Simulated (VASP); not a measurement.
# TaN (P-62m) in VASP: single point with LDA

Aim: the single point of TaN with LDA.

Everything below comes from runs of VASP 6.6.1. Logs are shortened: lines on timing, memory, paths and dates and some standing lists are left out, and cuts for length are marked.

### Step 1. The cell of the first run

Symmetry: P-62m, No. 189, hexagonal system. The conventional cell has a = 5.196 Å, b = 5.196 Å, c = 2.911 Å, α = 90.00°, β = 90.00°, γ = 120.00°. Ta (site symmetry -6) has 6 N at 2.16 Å and 5 Ta at 2.91 to 3.00 Å within 3.0 Å. Within 2.7 Å of Ta (site symmetry -62m) lie 3 N at 2.04 Å. Within 3.0 Å of N (site symmetry m2m) lie 5 Ta at 2.04 to 2.16 Å and 6 N at 2.77 to 2.91 Å.

### Step 2. Single point, LDA

File INCAR:

```
PREC = Accurate
ENCUT = 1330
EDIFF = 1E-6
ISMEAR = 0
SIGMA = 0.1
LREAL = F
LASPH = T
NELM = 120
ALGO = Normal
ISIF = 2
LWAVE = F
LCHARG = F
NBANDS = 36
GGA_COMPAT = F
```

File KPOINTS:

```
Automatic mesh
0
Gamma
  5 5 8
```

File POSCAR:

```
TaN
1.0
    5.1960000000      0.0000000000      0.0000000000
   -2.5980000000      4.4998679981      0.0000000000
    0.0000000000      0.0000000000      2.9110000000
Ta N
3 3
Direct
    0.3333333333      0.6666666667      0.5000000000
    0.6666666667      0.3333333333      0.5000000000
    0.0000000000      0.0000000000      0.0000000000
    0.3928500000      0.0000000000      0.0000000000
    0.6071500000      0.6071500000      0.0000000000
    0.0000000000      0.3928500000      0.0000000000
```

Potentials or basis: VASP PAW LDA potentials, release 64 (Ta_sv_GW, N_h).

The run is started by

```sh
$ cat potpaw_LDA.64/Ta_sv_GW/POTCAR potpaw_LDA.64/N_h/POTCAR > POTCAR
$ mpirun -np 1 vasp_std > vasp.out
```

OUTCAR:

```text
PREC = Accurate
   ENCUT = 1330
   EDIFF = 1E-6
   ISMEAR = 0
   LREAL = F
   LASPH = T
   NELM = 120
   ISIF = 2

 ion  position               nearest neighbor table
   1  0.333  0.667  0.500-   4 2.16   4 2.16   6 2.16   6 2.16   5 2.16   5 2.16   2 3.00   2 3.00
                             2 3.00
   2  0.667  0.333  0.500-   6 2.16   6 2.16   4 2.16   4 2.16   5 2.16   5 2.16   1 3.00   1 3.00
                             1 3.00
   3  0.000  0.000  0.000-   4 2.04   5 2.04   6 2.04
   4  0.393  0.000  0.000-   3 2.04   1 2.16   1 2.16   2 2.16   2 2.16
   5  0.607  0.607  0.000-   3 2.04   1 2.16   1 2.16   2 2.16   2 2.16
   6  0.000  0.393  0.000-   3 2.04   2 2.16   2 2.16   1 2.16   1 2.16

  LATTYP: Found a hexagonal cell.
 ALAT       =     5.1960000000
 C/A-ratio  =     0.5602386451

  Lattice vectors:

 A1 = (   5.1960000000,   0.0000000000,   0.0000000000)
 A2 = (  -2.5980000000,   4.4998679981,   0.0000000000)
 A3 = (   0.0000000000,   0.0000000000,   2.9110000000)

Analysis of symmetry for initial positions (statically):
=====================================================================
 Subroutine PRICEL returns:
 Original cell was already a primitive cell.

 Routine SETGRP: Setting up the symmetry group for a
 hexagonal supercell.

 Subroutine GETGRP returns: Found 12 space group operations
 (whereof 12 operations were pure point group operations)
 out of a pool of 24 trial point group operations.

The static configuration has the point symmetry D_3h.

Analysis of symmetry for dynamics (positions and initial velocities):
=====================================================================
 Subroutine PRICEL returns:
 Original cell was already a primitive cell.

 Routine SETGRP: Setting up the symmetry group for a
 hexagonal supercell.

 Subroutine GETGRP returns: Found 12 space group operations
 (whereof 12 operations were pure point group operations)
 out of a pool of 24 trial point group operations.

The dynamic configuration has the point symmetry D_3h.

 Subroutine INISYM returns: Found 12 space group operations
 (whereof 12 operations are pure point group operations),
 and found     1 'primitive' translations

----------------------------------------------------------------------------------------

                                     Primitive cell

[... 98 lines left out ...]
   LREAL  =      F    real-space projection
   EDIFFG = 0.1E-04   stopping-criterion for IOM
   NSW    =      0    number of steps for IOM
   IBRION =     -1    ionic relax: 0-MD 1-quasi-New 2-CG
   NFREE  =      0    steps in history (QN), initial steepest desc. (CG)
   ISIF   =      2    stress and relaxation
   ISYM   =      2    0-nonsym 1-usesym 2-fastsym
   POTIM  = 0.5000    time-step for ionic-motion
   TEBEG  =    0.0;   TEEND  =   0.0 temperature during run
   PSTRESS=    0.0 pullay stress
   NELECT =      54.0000    total number of electrons
   NUPDOWN=      -1.0000    fix difference up-down
   EMIN   =  10.00;   EMAX   =-10.00  energy-range for DOS
   EFERMI =   0.00;   METHOD = LEGACY
   ISMEAR =     0;   SIGMA  =   0.10  broadening in eV -4-tet -1-fermi 0-gaus
   EFERMI_NEDOS =   21; number of points for ismear=-14 and -15
   IALGO  =     38    algorithm
   IMIX   =      4    mixing-type and parameters
     AMIX     =   0.40;   BMIX     =  1.00
     AMIX_MAG =   1.60;   BMIX_MAG =  1.00
  volume/ion in A,a.u.               =      11.34        76.55
  Fermi-wavevector in a.u.,A,eV,Ry     =   1.515546  2.863966 31.250934  2.296879
  Thomas-Fermi vector in A             =   2.625055
   LORBIT       =      0    0 simple, 1 ext, 2 COOP (PROOUT), +10 PAW based schemes
   GGA     = CA    functional components
   LHFCALC =     F    Hartree Fock is set to
   AEXX    =    0.0000 exact exchange contribution
   IVDW    =     0    specifies the selected vdW correction
   LEPSILON=     F    determine dielectric tensor
   LRPA    =     F    only Hartree local field effects (RPA)
 non-spin polarized calculation
 Gauss-broadening in eV      SIGMA  =   0.10
  energy-cutoff  :     1330.00
  volume of cell :       68.06
 maximum number of plane-waves:      7553
 NGX is ok and might be reduce to    64
   NGX = 31   NGY = 31   NGZ = 17

 number of electron      54.0000000 magnetization

 Free energy of the ion-electron system (eV)
  ---------------------------------------------------
  ext. energy  EPLUGINS =         0.00000000
  ---------------------------------------------------
  free energy    TOTEN  =       -81.63953522 eV

  energy without entropy =      -81.63331541  energy(sigma->0) =      -81.63642531

 E-fermi :  12.5154     XC(G=0): -13.6309

 val. band max:       12.2455996275   @ k =   0.2000   0.0000   0.1250
 cond. band min:      12.5605486023   @ k =   0.2000   0.0000   0.2500
 fundamental gap:      0.3149489748
 Fermi energy:        12.5154185408

 k-point     1 :       0.0000    0.0000    0.0000
  band No.  band energies     occupation
      1     -56.6913      2.00000
      2     -56.6452      2.00000
      3     -56.0562      2.00000
      4     -23.6951      2.00000
      5     -23.6951      2.00000
      6     -23.3390      2.00000
[... 925 lines left out ...]
     35      17.1850      0.00000
     36      17.5510      0.00000

 [... further k-points ...]

------------------------ aborting loop because EDIFF is reached ----------------------------------------

  FORCE on cell =-STRESS in cart. coord.  units (eV):
  Direction    XX          YY          ZZ          XY          YZ          ZX
  --------------------------------------------------------------------------------------
  -------------------------------------------------------------------------------------
  Total       -3.3480715     -3.3480715     -4.5961584      0.0000000      0.0000000      0.0000000
  in kB      -78.8123331    -78.8123331   -108.1918265      0.0000000      0.0000000      0.0000000
  external PRESSURE =     -88.6054976 kB  Pullay stress =       0.0000000 kB

 VOLUME and BASIS-vectors are now :
 -----------------------------------------------------------------------------
  energy-cutoff  :     1330.00
  volume of cell :       68.06
      direct lattice vectors                 reciprocal lattice vectors
     5.196000000  0.000000000  0.000000000     0.192455735  0.111114371  0.000000000
    -2.598000000  4.499867998  0.000000000     0.000000000  0.222228741  0.000000000
     0.000000000  0.000000000  2.911000000     0.000000000  0.000000000  0.343524562

 POSITION                                       TOTAL-FORCE (eV/Angst)
 -----------------------------------------------------------------------------------
     -0.00000      2.99991      1.45550         0.000000      0.000000     -0.000000
      2.59800      1.49996      1.45550         0.000000      0.000000     -0.000000
      0.00000      0.00000      0.00000         0.000000      0.000000     -0.000000
      2.04125      0.00000      0.00000        -0.066577      0.000000     -0.000000
      1.57738      2.73209      0.00000         0.033288      0.057657      0.000000
     -1.02062      1.76777      0.00000         0.033288     -0.057657      0.000000
 -----------------------------------------------------------------------------------
    total drift:                                0.000000      0.000000      0.000000

  FREE ENERGIE OF THE ION-ELECTRON SYSTEM (eV)
  ---------------------------------------------------
  free  energy   TOTEN  =       -81.6395352173 eV

  energy  without entropy=      -81.6333154086  energy(sigma->0) =      -81.63642531
```

OSZICAR:

```text
N       E                     dE             d eps       ncg     rms          rms(c)
DAV:   1     0.752891037661E+03    0.75289E+03   -0.56164E+04  1800   0.323E+03
[... 12 lines left out ...]
DAV:  14    -0.816403490912E+02   -0.63739E-03   -0.22538E-03  2336   0.305E-01    0.882E+00
DAV:  15    -0.816397712200E+02    0.57787E-03   -0.88017E-03  2444   0.429E-01    0.767E+00
DAV:  16    -0.816396456907E+02    0.12553E-03   -0.39430E-04  2176   0.116E-01    0.421E+00
DAV:  17    -0.816395466782E+02    0.99013E-04   -0.30964E-04  2172   0.716E-02    0.230E+00
DAV:  18    -0.816395371994E+02    0.94788E-05   -0.31124E-05  2552   0.295E-02    0.420E-01
DAV:  19    -0.816395349886E+02    0.22108E-05   -0.64476E-06  2096   0.113E-02    0.195E-01
DAV:  20    -0.816395352173E+02   -0.22870E-06   -0.33654E-07  1152   0.350E-03
   1 F= -.81639535E+02 E0= -.81636425E+02  d E =-.621981E-02
```

Wall time 3.7 min (1 thread of Intel Xeon 6975P-C (Granite Rapids), shared host); peak memory 0.43 GiB.

What came out:

| Item | Value |
| --- | --- |
| Free energy | -81.6395 eV |
| Pressure | -8.9 GPa |
| Largest force | 0.067 eV/Å |
| Band gap on the k mesh | zero (bands 27 and 28 overlap by 3.08 eV) |

Forces on the atoms (eV/Å):
```
Ta   0.000  0.000  0.000
Ta   0.000  0.000  0.000
Ta   0.000  0.000  0.000
N   -0.067  0.000  0.000
N    0.033  0.058  0.000
N    0.033 -0.058  0.000
```

Stress tensor (GPa, compression positive):
```
 -7.88   0.00   0.00
  0.00  -7.88   0.00
  0.00   0.00 -10.82
```

Levels at points of the mesh, in eV from the Fermi level:
```csv
k point,band 23,band 24,band 25,band 26,band 27,band 28,band 29,band 30,band 31,band 32
"(0.00, 0.00, 0.00)",-5.20,-4.40,-3.49,-2.10,-1.12,-1.12,0.34,0.34,1.62,1.71
"(0.00, 0.00, 0.50)",-4.66,-4.49,-3.04,-3.04,1.69,1.69,1.81,2.00,2.00,3.07
```

Caveat: the cell stands under tension; spin-orbit coupling is left out, which moves the levels of the heavy elements.

The gap in the log of VASP goes by the Fermi energy; the results here count the filled bands.